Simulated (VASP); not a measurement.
# CaB2 (P6/mmm) in VASP: notebook

The runs below take CaB2 through single point, with PBE.

Program: VASP 6.6.1. These are calculated values, not measurements. Logs are shortened: lines on timing, memory, paths and dates and some standing lists are left out, and cuts for length are marked.

## Step 1: The cell of the first run

It takes space group P6/mmm (No. 191, hexagonal). Conventional cell: a = 3.226 Å, b = 3.226 Å, c = 4.067 Å, α = 90.00°, β = 90.00°, γ = 120.00°. Within 3.6 Å of Ca (site symmetry 6/mmm) lie 12 B at 2.76 Å and 6 Ca at 3.23 Å. B (site symmetry -6m2) has 3 B at 1.86 Å within 2.5 Å.

## Step 2: Single point, PBE, collinear spin, zero start

INCAR

```
SYSTEM = CaB2
ALGO = Normal
EDIFF = 1E-6
ENCUT = 500
GGA = PE
GGA_COMPAT = .FALSE.
ISIF = 2
ISMEAR = 0
ISPIN = 2
LASPH = .TRUE.
LCHARG = .FALSE.
LORBIT = 11
LREAL = .FALSE.
LWAVE = .FALSE.
MAGMOM = 0 0 0
NBANDS = 19
NELM = 200
PREC = Accurate
SIGMA = 0.1
```

KPOINTS

```
k-points
0
G
  3 3 1
  0 0 0
```

POSCAR

```
CaB2
1.0
    3.2264302843      0.0000000000      0.0000000000
   -1.6132151421      2.7941705897      0.0000000000
    0.0000000000      0.0000000000      4.0673920000
Ca B
1 2
Direct
    0.0000000000      0.0000000000      0.0000000000
    0.3333333333      0.6666666667      0.5000000000
    0.6666666667      0.3333333333      0.5000000000
```

Potentials or basis: VASP PAW PBE potentials, release 64 (Ca_sv, B).

On the command line:

```bash
$ cat potpaw_PBE.64/Ca_sv/POTCAR potpaw_PBE.64/B/POTCAR > POTCAR
$ mpirun -np 1 vasp_std > vasp.out
```

OUTCAR:

```text
SYSTEM = CaB2
   EDIFF = 1E-6
   ENCUT = 500
   GGA = PE
   ISIF = 2
   ISMEAR = 0
   ISPIN = 2
   LASPH = .TRUE.
   LORBIT = 11
   LREAL = .FALSE.
   NELM = 200
   PREC = Accurate

 ion  position               nearest neighbor table
   1  0.000  0.000  0.000-
   2  0.333  0.667  0.500-   3 1.86   3 1.86   3 1.86
   3  0.667  0.333  0.500-   2 1.86   2 1.86   2 1.86

  LATTYP: Found a hexagonal cell.
 ALAT       =     3.2264302843
 C/A-ratio  =     1.2606477257

  Lattice vectors:

 A1 = (   3.2264302843,   0.0000000000,   0.0000000000)
 A2 = (  -1.6132151421,   2.7941705897,   0.0000000000)
 A3 = (   0.0000000000,   0.0000000000,   4.0673920000)

Analysis of symmetry for initial positions (statically):
=====================================================================
 Subroutine PRICEL returns:
 Original cell was already a primitive cell.

 Routine SETGRP: Setting up the symmetry group for a
 hexagonal supercell.

 Subroutine GETGRP returns: Found 24 space group operations
 (whereof 24 operations were pure point group operations)
 out of a pool of 24 trial point group operations.

The static configuration has the point symmetry D_6h.

Analysis of symmetry for dynamics (positions and initial velocities):
=====================================================================
 Subroutine PRICEL returns:
 Original cell was already a primitive cell.

 Routine SETGRP: Setting up the symmetry group for a
 hexagonal supercell.

 Subroutine GETGRP returns: Found 24 space group operations
 (whereof 24 operations were pure point group operations)
 out of a pool of 24 trial point group operations.

The dynamic configuration has the point symmetry D_6h.

Analysis of structural, dynamic, and magnetic symmetry:
=====================================================================
 Subroutine PRICEL returns:
 Original cell was already a primitive cell.

 Routine SETGRP: Setting up the symmetry group for a
 hexagonal supercell.

 Subroutine GETGRP returns: Found 24 space group operations
 (whereof 24 operations were pure point group operations)
 out of a pool of 24 trial point group operations.

The overall configuration has the point symmetry D_6h.

 Subroutine INISYM returns: Found 24 space group operations
 (whereof 24 operations are pure point group operations),
 and found     1 'primitive' translations

----------------------------------------------------------------------------------------

                                     Primitive cell

[... 98 lines left out ...]
   IVDW    =     0    specifies the selected vdW correction
   LEPSILON=     F    determine dielectric tensor
   LRPA    =     F    only Hartree local field effects (RPA)
 spin polarized calculation
 Gauss-broadening in eV      SIGMA  =   0.10
  energy-cutoff  :      500.00
  volume of cell :       36.67
 maximum number of plane-waves:       932
 NGX is ok and might be reduce to    24
   NGX = 11   NGY = 11   NGZ = 15

 number of electron      16.0000004 magnetization      -0.0000107

 number of electron      16.0000004 magnetization       0.0000012

 Free energy of the ion-electron system (eV)
  ---------------------------------------------------
  ext. energy  EPLUGINS =         0.00000000
  ---------------------------------------------------
  free energy    TOTEN  =       -14.66169007 eV

  energy without entropy =      -14.66100760  energy(sigma->0) =      -14.66134883

 E-fermi :   4.9576     XC(G=0): -10.6865

 val. band max:        4.7511399444   @ k =   0.3333   0.3333   0.0000
 cond. band min:       5.1483521603   @ k =   0.0000   0.0000   0.0000
 fundamental gap:      0.3972122159
 Fermi energy:         4.9576346318

 spin component 1

 k-point     1 :       0.0000    0.0000    0.0000
  band No.  band energies     occupation
      1     -35.0874      1.00000
      2     -15.9671      1.00000
      3     -15.9548      1.00000
      4     -15.9548      1.00000
      5      -5.5969      1.00000
      6       2.9867      1.00000
[... 42 lines left out ...]
      5      -1.0660      1.00000
      6      -1.0660      1.00000
[... 11 lines left out ...]
     18      16.9643      0.00000
     19      17.0154      0.00000
 Fermi energy:         4.9576346318

 spin component 2

 k-point     1 :       0.0000    0.0000    0.0000
  band No.  band energies     occupation
      1     -35.0873      1.00000
      2     -15.9671      1.00000
      3     -15.9548      1.00000
      4     -15.9548      1.00000
      5      -5.5969      1.00000
      6       2.9867      1.00000
[... 43 lines left out ...]
      6      -1.0660      1.00000
[... 11 lines left out ...]
     18      16.9612      0.00000
     19      17.0154      0.00000

------------------------ aborting loop because EDIFF is reached ----------------------------------------

  FORCE on cell =-STRESS in cart. coord.  units (eV):
  Direction    XX          YY          ZZ          XY          YZ          ZX
  --------------------------------------------------------------------------------------
  -------------------------------------------------------------------------------------
  Total       -3.6696477     -3.6696477      4.0029799     -0.0000000      0.0000000      0.0000000
  in kB     -160.3406821   -160.3406821    174.9052167     -0.0000000      0.0000000      0.0000000
  external PRESSURE =     -48.5920492 kB  Pullay stress =       0.0000000 kB

 VOLUME and BASIS-vectors are now :
 -----------------------------------------------------------------------------
  energy-cutoff  :      500.00
  volume of cell :       36.67
      direct lattice vectors                 reciprocal lattice vectors
     3.226430284  0.000000000  0.000000000     0.309940061  0.178943978  0.000000000
    -1.613215142  2.794170590  0.000000000     0.000000000  0.357887956  0.000000000
     0.000000000  0.000000000  4.067392000     0.000000000  0.000000000  0.245857788

 POSITION                                       TOTAL-FORCE (eV/Angst)
 -----------------------------------------------------------------------------------
      0.00000      0.00000      0.00000         0.000000      0.000000      0.000000
     -0.00000      1.86278      2.03370        -0.000000      0.000000      0.000000
      1.61322      0.93139      2.03370         0.000000      0.000000      0.000000
 -----------------------------------------------------------------------------------
    total drift:                               -0.000000      0.000000      0.000000

  FREE ENERGIE OF THE ION-ELECTRON SYSTEM (eV)
  ---------------------------------------------------
  free  energy   TOTEN  =       -14.6616900655 eV

  energy  without entropy=      -14.6610076021  energy(sigma->0) =      -14.66134883

 total charge

# of ion       s       p       d       tot
------------------------------------------
    1        2.024   5.850   0.457   8.331
    2        0.655   1.141   0.000   1.796
    3        0.655   1.141   0.000   1.796
--------------------------------------------------
tot          3.335   8.131   0.457  11.923

 magnetization (x)

# of ion       s       p       d       tot
------------------------------------------
    1        0.000   0.000   0.000   0.000
    2        0.000   0.000   0.000   0.000
    3        0.000   0.000   0.000   0.000
--------------------------------------------------
tot          0.000   0.000   0.000   0.000
```

stdout:

```text
POSCAR found type information on POSCAR CaB
 POSCAR found :  2 types and       3 ions
 scaLAPACK will be used
 LDA part: xc-table for (Slater+PW92), standard interpolation
 POSCAR, INCAR and KPOINTS ok, starting setup
 FFT: planning ... GRIDC
 FFT: planning ... GRID_SOFT
 FFT: planning ... GRID
 WAVECAR not read
 entering main loop
```

Run time: 6.6 s. Hardware: 1 thread of Intel Xeon Platinum 8488C (Sapphire Rapids), shared host; peak memory 0.15 GiB.

Results:

```yaml
Free_energy: -14.6617 eV
Pressure: -4.9 GPa
Band_gap_on_the_k_mesh: zero (filled and empty bands overlap)
Net_moment: 0.00 μB per cell
Valence_electrons_inside_the_program's_atomic_spheres: Ca 8.33; B 1.80
```

Stress tensor (GPa, compression positive):
```
-16.03   0.00   0.00
  0.00 -16.03   0.00
  0.00   0.00  17.49
```

Caveat: the k points lie up to 1.54 Å⁻¹ apart.

## Step 3: Single point, PBE

INCAR

```
ALGO = Normal
EDIFF = 1E-6
ENCUT = 500
GGA = PE
GGA_COMPAT = False
ISIF = 2
ISMEAR = 0
LASPH = True
LCHARG = False
LREAL = False
LWAVE = False
NBANDS = 15
NELM = 120
PREC = Accurate
SIGMA = 0.1
```

KPOINTS

```
k-points
0
Gamma
  4 4 3
```

POSCAR is that of step 2.

Potentials or basis: VASP PAW PBE potentials, release 64 (Ca_sv, B).

On the command line:

```bash
$ cat potpaw_PBE.64/Ca_sv/POTCAR potpaw_PBE.64/B/POTCAR > POTCAR
$ mpirun -np 1 vasp_std > vasp.out
```

It took 4.1 s on 1 thread of Intel Xeon Platinum 8488C (Sapphire Rapids), shared host; peak memory 0.14 GiB.

Results (log left out):

```yaml
Free_energy: -15.7880 eV
Pressure: -0.7 GPa
Band_gap_on_the_k_mesh: zero (bands 8 and 9 overlap by 1.12 eV)
```

Stress tensor (GPa, compression positive):
```
-2.25  0.00  0.00
 0.00 -2.25  0.00
 0.00  0.00  2.31
```

Levels at points of the mesh, in eV from the Fermi level:
```csv
k point,band 5,band 6,band 7,band 8,band 9,band 10,band 11,band 12
"(0.00, 0.00, 0.00)",-10.41,-1.78,0.36,0.36,0.45,5.44,5.44,6.29
"(0.50, 0.00, 0.00)",-6.85,-6.35,-1.39,-1.18,1.03,3.15,5.33,6.30
```

Caveat: the k points lie up to 0.56 Å⁻¹ apart, too coarse for converged energies and pressures of a metal.

## Step 4: Single point, PBE

INCAR

```
PREC = Accurate
ENCUT = 500
EDIFF = 1E-6
ISMEAR = 0
SIGMA = 0.1
LREAL = F
LASPH = T
NELM = 120
ALGO = Normal
ISIF = 2
LWAVE = F
LCHARG = F
GGA = PE
NBANDS = 15
GGA_COMPAT = F
```

KPOINTS

```
regular mesh
0
Gamma
  3 3 4
```

POSCAR is that of step 3.

On the command line:

```bash
$ cat potpaw_PBE.64/Ca_sv/POTCAR potpaw_PBE.64/B/POTCAR > POTCAR
$ mpirun -np 1 vasp_std > vasp.out
```

Wall time 4.5 s (1 thread of Intel Xeon Platinum 8488C (Sapphire Rapids), shared host); peak memory 0.14 GiB.

It converged, with:

* Free energy: -15.5766 eV
* Pressure: -0.6 GPa
* Band gap on the k mesh: zero (bands 8 and 9 overlap by 1.09 eV)

Stress tensor (GPa, compression positive):
```
-3.40  0.00  0.00
 0.00 -3.40  0.00
 0.00  0.00  4.99
```

Levels at points of the mesh, in eV from the Fermi level:
| k point | band 6 | band 7 | band 8 | band 9 | band 10 | band 11 |
| --- | --- | --- | --- | --- | --- | --- |
| (0.00, 0.00, 0.00) | -1.96 | 0.10 | 0.10 | 0.37 | 5.34 | 5.34 |
| (0.00, 0.00, 0.50) | -4.79 | 0.63 | 0.63 | 3.35 | 4.09 | 4.09 |

Caveat: the k points lie up to 0.75 Å⁻¹ apart, too coarse for converged energies and pressures of a metal.

## Step 5: Summary

```csv
spin,k mesh,gap on the mesh (eV),pressure (GPa)
"collinear, zero start",3 × 3 × 1,none,-4.9
off,4 × 4 × 3,none,-0.7
off,3 × 3 × 4,none,-0.6
```

Alike in all rows: task single point; level PBE; potentials or basis VASP PAW PBE potentials, release 64 (Ca_sv, B); cell as given; cutoff (eV) 500; smearing gaussian 0.1 eV.

Caveats: all runs use coarse meshes.

Total energies depend on the potentials used, so only differences within one code and one set of settings carry meaning.
